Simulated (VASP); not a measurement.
# GaP (R-3m) in VASP: notebook

GaP is run at these levels: LDA; tasks: single point.

Everything below comes from runs of VASP 6.6.1. Logs are shortened: lines on timing, memory, paths and dates and some standing lists are left out, and cuts for length are marked.

## (1) The cell of the first run

The structure is trigonal, space group R-3m (No. 166). Conventional cell: a = 3.731 Å, b = 3.731 Å, c = 20.836 Å, α = 90.00°, β = 90.00°, γ = 120.00°. Within 3.1 Å of Ga (site symmetry 3m) lie 3 P at 2.35 Å and 1 Ga at 2.69 Å. P (site symmetry 3m) has 3 Ga at 2.35 Å and 1 P at 2.39 Å within 3.1 Å.

## (2) Single point, LDA (strain -0.040 along x and y, +0.080 along z)

Contents of INCAR:

```
ALGO = Normal
EDIFF = 1E-6
ENCUT = 520
GGA = CA
ISIF = 2
ISMEAR = 0
LASPH = True
LCHARG = False
LREAL = False
LWAVE = False
NBANDS = 26
NELM = 80
PREC = Accurate
SIGMA = 0.05
```

Contents of KPOINTS:

```
k-points
0
Gamma
  12 12 12
```

Contents of POSCAR:

```
GaP
1.0
    1.8652945685      1.0769283212      6.9452749083
   -1.8652945685      1.0769283212      6.9452749083
    0.0000000000     -2.1538566424      6.9452749083
Ga P
2 2
Direct
    0.4353720000      0.4353720000      0.4353720000
    0.5646280000      0.5646280000      0.5646280000
    0.0573890000      0.0573890000      0.0573890000
    0.9426110000      0.9426110000      0.9426110000
```

Potentials or basis: VASP PAW LDA potentials, release 64 (Ga_d, P).

Command:

```
$ cat potpaw_LDA.64/Ga_d/POTCAR potpaw_LDA.64/P/POTCAR > POTCAR
$ mpirun -np 1 vasp_std > vasp.out
```

OUTCAR:

```text
EDIFF = 1E-6
   ENCUT = 520
   GGA = CA
   ISIF = 2
   ISMEAR = 0
   LASPH = True
   LREAL = False
   NELM = 80
   PREC = Accurate

 ion  position               nearest neighbor table
   1  0.435  0.435  0.435-   3 2.35   3 2.35   3 2.35   2 2.69
   2  0.565  0.565  0.565-   4 2.35   4 2.35   4 2.35   1 2.69
   3  0.057  0.057  0.057-   1 2.35   1 2.35   1 2.35   4 2.39
   4  0.943  0.943  0.943-   2 2.35   2 2.35   2 2.35   3 2.39

  LATTYP: Found a trigonal (rhomboedric) cell.
 ALAT       =     7.2715845583
 COS(alpha) =     0.8683967152

  Lattice vectors:

 A1 = (   1.8652945685,   1.0769283212,   6.9452749083)
 A2 = (  -1.8652945685,   1.0769283212,   6.9452749083)
 A3 = (   0.0000000000,  -2.1538566424,   6.9452749083)

Analysis of symmetry for initial positions (statically):
=====================================================================
 Subroutine PRICEL returns:
 Original cell was already a primitive cell.

 Routine SETGRP: Setting up the symmetry group for a
 trigonal (rhombohedral) supercell.

 Subroutine GETGRP returns: Found 12 space group operations
 (whereof 12 operations were pure point group operations)
 out of a pool of 12 trial point group operations.

The static configuration has the point symmetry D_3d.

Analysis of symmetry for dynamics (positions and initial velocities):
=====================================================================
 Subroutine PRICEL returns:
 Original cell was already a primitive cell.

 Routine SETGRP: Setting up the symmetry group for a
 trigonal (rhombohedral) supercell.

 Subroutine GETGRP returns: Found 12 space group operations
 (whereof 12 operations were pure point group operations)
 out of a pool of 12 trial point group operations.

The dynamic configuration has the point symmetry D_3d.

 Subroutine INISYM returns: Found 12 space group operations
 (whereof 12 operations are pure point group operations),
 and found     1 'primitive' translations

----------------------------------------------------------------------------------------

                                     Primitive cell

  volume of cell :      83.7095

  direct lattice vectors                    reciprocal lattice vectors
     1.865294568  1.076928321  6.945274908     0.268054177  0.154761151  0.047994261
    -1.865294568  1.076928321  6.945274908    -0.268054177  0.154761151  0.047994261
     0.000000000 -2.153856642  6.945274908     0.000000000 -0.309522302  0.047994261

  length of vectors
     7.271584558  7.271584558  7.271584558     0.313221175  0.313221175  0.313221175

  position of ions in fractional coordinates (direct lattice)
     0.435372000  0.435372000  0.435372000
     0.564628000  0.564628000  0.564628000
     0.057389000  0.057389000  0.057389000
     0.942611000  0.942611000  0.942611000

  ion indices of the primitive-cell ions
   primitive index   ion index
                 1           1
                 2           2
                 3           3
                 4           4

----------------------------------------------------------------------------------------

 KPOINTS: k-points

Automatic generation of k-mesh.
 Grid dimensions read from file:
 generate k-points for:   12   12   12

 Generating k-lattice:

  Cartesian coordinates                     Fractional coordinates (reciprocal lattice)
     0.022337848  0.012896763  0.003999522     0.083333333  0.000000000 -0.000000000
    -0.022337848  0.012896763  0.003999522     0.000000000  0.083333333 -0.000000000
     0.000000000 -0.025793525  0.003999522    -0.000000000 -0.000000000  0.083333333

  Length of vectors
     0.026101765  0.026101765  0.026101765

  Shift w.r.t. Gamma in fractional coordinates (k-lattice)
     0.000000000  0.000000000  0.000000000

 Subroutine IBZKPT returns following result:
 ===========================================

 Found    189 irreducible k-points:

 Following reciprocal coordinates:
            Coordinates               Weight
  0.000000  0.000000  0.000000      1.000000
  0.083333  0.000000  0.000000      6.000000
  0.166667 -0.000000  0.000000      6.000000
  0.250000 -0.000000  0.000000      6.000000
  0.333333 -0.000000  0.000000      6.000000
  0.416667  0.000000 -0.000000      6.000000
[... 16 lines left out ...]
  0.500000  0.166667 -0.000000     12.000000
 -0.416667  0.166667 -0.000000     12.000000
 [... further k-points ...]
   k-points           NKPTS =    189   k-points in BZ     NKDIM =    189   number of bands    NBANDS=     26
   number of dos      NEDOS =    301   number of ions     NIONS =      4
   total plane-waves  NPLWV = 157464
   dimension x,y,z NGX =    54 NGY =   54 NGZ =   54
   dimension x,y,z NGXF=   108 NGYF=  108 NGZF=  108
   ions per type =               2   2
   NGX,Y,Z   is equivalent  to a cutoff of  12.35, 12.35, 12.35 a.u.
   NGXF,Y,Z  is equivalent  to a cutoff of  24.69, 24.69, 24.69 a.u.
 SYSTEM =  unknown system
   PREC   = accura    normal or accurate (medium, high low for compatibility)
   ISTART =      0    job   : 0-new  1-cont  2-samecut
   ICHARG =      2    charge: 1-file 2-atom 10-const
   ISPIN  =      1    spin polarized calculation?
   LNONCOLLINEAR =      F non collinear calculations
   LSORBIT =      F    spin-orbit coupling
   LASPH  =      T    aspherical Exc in radial PAW
   ENCUT  =  520.0 eV  38.22 Ry    6.18 a.u.  13.52 13.52 13.52*2*pi/ulx,y,z
   NELM   =     80;   NELMIN=  2; NELMDL= -5     # of ELM steps
   EDIFF  = 0.1E-05   stopping-criterion for ELM
   LREAL  =      F    real-space projection
   EDIFFG = 0.1E-04   stopping-criterion for IOM
   NSW    =      0    number of steps for IOM
   IBRION =     -1    ionic relax: 0-MD 1-quasi-New 2-CG
   NFREE  =      0    steps in history (QN), initial steepest desc. (CG)
   ISIF   =      2    stress and relaxation
   ISYM   =      2    0-nonsym 1-usesym 2-fastsym
   POTIM  = 0.5000    time-step for ionic-motion
   TEBEG  =    0.0;   TEEND  =   0.0 temperature during run
   PSTRESS=    0.0 pullay stress
   NELECT =      36.0000    total number of electrons
   NUPDOWN=      -1.0000    fix difference up-down
   EMIN   =  10.00;   EMAX   =-10.00  energy-range for DOS
   EFERMI =   0.00;   METHOD = LEGACY
   ISMEAR =     0;   SIGMA  =   0.05  broadening in eV -4-tet -1-fermi 0-gaus
   EFERMI_NEDOS =   21; number of points for ismear=-14 and -15
   IALGO  =     38    algorithm
   IMIX   =      4    mixing-type and parameters
     AMIX     =   0.40;   BMIX     =  1.00
     AMIX_MAG =   1.60;   BMIX_MAG =  1.00
  volume/ion in A,a.u.               =      20.93       141.22
  Fermi-wavevector in a.u.,A,eV,Ry     =   1.235712  2.335158 20.775890  1.526985
  Thomas-Fermi vector in A             =   2.370351
   LORBIT       =      0    0 simple, 1 ext, 2 COOP (PROOUT), +10 PAW based schemes
   GGA     = CA    functional components
   LHFCALC =     F    Hartree Fock is set to
   AEXX    =    0.0000 exact exchange contribution
   IVDW    =     0    specifies the selected vdW correction
   LEPSILON=     F    determine dielectric tensor
   LRPA    =     F    only Hartree local field effects (RPA)
 non-spin polarized calculation
 Gauss-broadening in eV      SIGMA  =   0.05
  energy-cutoff  :      520.00
  volume of cell :       83.71
 maximum number of plane-waves:      2272
   NGX = 27   NGY = 27   NGZ = 27

 number of electron      36.0000003 magnetization

 Free energy of the ion-electron system (eV)
  ---------------------------------------------------
  ext. energy  EPLUGINS =         0.00000000
  ---------------------------------------------------
  free energy    TOTEN  =       -19.95039493 eV

  energy without entropy =      -19.95029327  energy(sigma->0) =      -19.95034410

 E-fermi :   4.6298     XC(G=0): -10.0270

 val. band max:        4.6043810553   @ k =   0.0000   0.0000   0.0000
 cond. band min:       4.6759437511   @ k =   0.5000   0.5000   0.0000
 fundamental gap:      0.0715626957
 Fermi energy:         4.6297737123

 k-point     1 :       0.0000    0.0000    0.0000
  band No.  band energies     occupation
      1     -10.3829      2.00000
      2     -10.3283      2.00000
      3     -10.3283      2.00000
      4     -10.3247      2.00000
      5     -10.3247      2.00000
      6     -10.2476      2.00000
[... 18 lines left out ...]
     25       9.2580      0.00000
     26      12.7589      0.00000

 k-point     2 :       0.0833    0.0000    0.0000
  band No.  band energies     occupation
      1     -10.3841      2.00000
      2     -10.3340      2.00000
      3     -10.3305      2.00000
      4     -10.3259      2.00000
      5     -10.3210      2.00000
      6     -10.2495      2.00000
[... 18 lines left out ...]
     25       9.5288      0.00000
     26      12.7965      0.00000

 k-point     3 :       0.1667   -0.0000    0.0000
  band No.  band energies     occupation
      1     -10.3918      2.00000
      2     -10.3523      2.00000
      3     -10.3357      2.00000
      4     -10.3199      2.00000
      5     -10.3110      2.00000
      6     -10.2547      2.00000
[... 18 lines left out ...]
     25      10.2332      0.00000
     26      11.7938      0.00000

 k-point     4 :       0.2500   -0.0000    0.0000
  band No.  band energies     occupation
      1     -10.4094      2.00000
      2     -10.3746      2.00000
      3     -10.3332      2.00000
      4     -10.3130      2.00000
      5     -10.2974      2.00000
      6     -10.2616      2.00000
[... 18 lines left out ...]
     25      11.0556      0.00000
     26      11.1394      0.00000
[... 496 lines left out ...]
      1     -10.4292      2.00000
      2     -10.3926      2.00000
      3     -10.3316      2.00000
      4     -10.3068      2.00000
      5     -10.2886      2.00000
      6     -10.2603      2.00000
[... 18 lines left out ...]
     25      10.4664      0.00000
     26      11.2596      0.00000

 k-point    23 :       0.5000    0.1667   -0.0000
  band No.  band energies     occupation
      1     -10.4402      2.00000
      2     -10.4018      2.00000
      3     -10.3261      2.00000
      4     -10.3045      2.00000
      5     -10.2867      2.00000
      6     -10.2608      2.00000
[... 18 lines left out ...]
     25      11.4861      0.00000
     26      11.8058      0.00000

 k-point    24 :      -0.4167    0.1667   -0.0000
  band No.  band energies     occupation
      1     -10.4448      2.00000
      2     -10.4043      2.00000
      3     -10.3243      2.00000
      4     -10.3040      2.00000
      5     -10.2862      2.00000
      6     -10.2609      2.00000
[... 18 lines left out ...]
     25      10.9938      0.00000
     26      12.3406      0.00000

 [... further k-points ...]

------------------------ aborting loop because EDIFF is reached ----------------------------------------

  FORCE on cell =-STRESS in cart. coord.  units (eV):
  Direction    XX          YY          ZZ          XY          YZ          ZX
  --------------------------------------------------------------------------------------
  -------------------------------------------------------------------------------------
  Total        1.1920457      1.1920457     -8.1187359      0.0000000      0.0000000      0.0000000
  in kB       22.8154249     22.8154249   -155.3903638      0.0000000      0.0000000      0.0000000
  external PRESSURE =     -36.5865046 kB  Pullay stress =       0.0000000 kB

 VOLUME and BASIS-vectors are now :
 -----------------------------------------------------------------------------
  energy-cutoff  :      520.00
  volume of cell :       83.71
      direct lattice vectors                 reciprocal lattice vectors
     1.865294568  1.076928321  6.945274908     0.268054177  0.154761151  0.047994261
    -1.865294568  1.076928321  6.945274908    -0.268054177  0.154761151  0.047994261
     0.000000000 -2.153856642  6.945274908     0.000000000 -0.309522302  0.047994261

 POSITION                                       TOTAL-FORCE (eV/Angst)
 -----------------------------------------------------------------------------------
      0.00000      0.00000      9.07133         0.000000     -0.000000      0.323652
      0.00000      0.00000     11.76449         0.000000      0.000000     -0.323652
      0.00000      0.00000      1.19575         0.000000     -0.000000     -0.659670
      0.00000      0.00000     19.64008         0.000000     -0.000000      0.659670
 -----------------------------------------------------------------------------------
    total drift:                                0.000000      0.000000      0.000000

  FREE ENERGIE OF THE ION-ELECTRON SYSTEM (eV)
  ---------------------------------------------------
  free  energy   TOTEN  =       -19.9503949328 eV

  energy  without entropy=      -19.9502932740  energy(sigma->0) =      -19.95034410
```

It took 26 min on 1 thread of Intel Xeon 8259CL, shared host; peak memory 0.54 GiB.

Results:

| Item | Value |
| --- | --- |
| Free energy | -19.9504 eV |
| Pressure | -3.7 GPa |
| Largest force | 0.660 eV/Å |
| Band gap on the k mesh | zero (filled and empty bands touch) |

Forces on the atoms (eV/Å):
```
Ga   0.000  0.000  0.324
Ga   0.000  0.000 -0.324
P    0.000  0.000 -0.660
P    0.000  0.000  0.660
```

Stress tensor (GPa, compression positive):
```
  2.28   0.00   0.00
  0.00   2.28   0.00
  0.00   0.00 -15.54
```

Caveat: the cell differs from its parent crystal (strain -0.040 along x and y, +0.080 along z); the cell stands under tension; semilocal functionals underestimate gaps, so a narrow gap can read as zero.

(Part 1 of 2 ends here.)
